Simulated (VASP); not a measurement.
Wanted: the native input for a VASP 6.6.1 run.

```
Task                   : relaxation of cell and atoms
Functional             : LDA
Potentials or basis    : VASP PAW LDA potentials, release 64 (Hf_pv)
Cutoff                 : 600 eV
k mesh                 : 7 × 7 × 7
Occupations            : fermi-dirac, width 0.05 eV
Spin                   : no spin polarisation
Dipole correction      : no
Further INCAR settings : ALGO = Normal; EDIFF = 1e-07; IBRION = 2; EDIFFG = -0.01; NSW = 80; ISIF = 3
```

The structure of Hf lies in POSCAR:

```
Hf
1.0
    2.9100000000      0.0000000000      0.0000000000
    0.0000000000      2.9100000000      0.0000000000
    0.0000000000      0.0000000000      2.9100000000
Hf
1
Direct
    0.0000000000      0.0000000000      0.0000000000
```

These files were run (other wordings do the same):

INCAR

```
PREC = Accurate
ENCUT = 600
EDIFF = 1E-7
ISMEAR = -1
SIGMA = 0.05
LREAL = F
LASPH = T
NELM = 100
ALGO = Normal
ISIF = 3
LWAVE = F
LCHARG = F
GGA = CA
IBRION = 2
NSW = 80
EDIFFG = -0.01
```

KPOINTS

```
regular mesh
0
Gamma
  7 7 7
```

Potentials or basis: VASP PAW LDA potentials, release 64 (Hf_pv).

Launch:

```sh
$ cat potpaw_LDA.64/Hf_pv/POTCAR > POTCAR
$ mpirun -np 1 vasp_std > vasp.out
```

It gave:

| Property | Result |
| --- | --- |
| Relaxed volume | 22.49 Å³/atom |
| Relaxed cell | a = 2.822 Å, b = 2.822 Å, c = 2.822 Å, α = 90.00°, β = 90.00°, γ = 90.00° |
| Space group after relaxing (to 0.05 Å) | Pm-3m (No. 221) |
| Energy gained by relaxing | 48.8 meV/atom |
| Ionic steps | 3 |
| Pressure after relaxing | 0.0 GPa |
| Band gap on the k mesh | zero (band 5 reaches 5.01 eV, above the bottom of band 6 at 2.60 eV) |

Caveat: spin-orbit coupling is left out, which moves the levels of the heavy elements.

Wall time 20 s on 1 thread of Intel Xeon 8259CL, on a shared host, peak memory 0.14 GiB.
